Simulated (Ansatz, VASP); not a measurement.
**LaAg: VASP beside Ansatz**

```
La Ag
1.0
     3.76000    0.00000    0.00000
     0.00000    3.76000    0.00000
     0.00000    0.00000    3.76000
La Ag
1 1
Cartesian
  1.8800 1.8800 1.8800
  0.0000 0.0000 0.0000
```

Change from the starting cell: volume scaled by 1, crystal datasets.

Alike in both runs: task electric field gradients; functional PBEsol; k mesh 10 × 10 × 10; occupations fermi-dirac, width 0.05 eV; no spin polarisation.

|  | VASP | Ansatz |
| --- | --- | --- |
| version | VASP 6.6.1 | Ansatz 0.2.0 |
| potentials or method | VASP PAW PBE potentials, release 64 (La, Ag), cutoff 520 eV | all-electron PAW with datasets made for the crystal, scalar-relativistic |

Ansatz gave:

* pressure (GPa): -0.3

**Question.** Which values does VASP return?

**Answer.** Pressure (GPa): -0.4.

VASP's potentials were made for PBE, not for PBEsol. Ansatz ran all-electron here, and VASP with PAW potentials.

Spin-orbit coupling is off throughout.
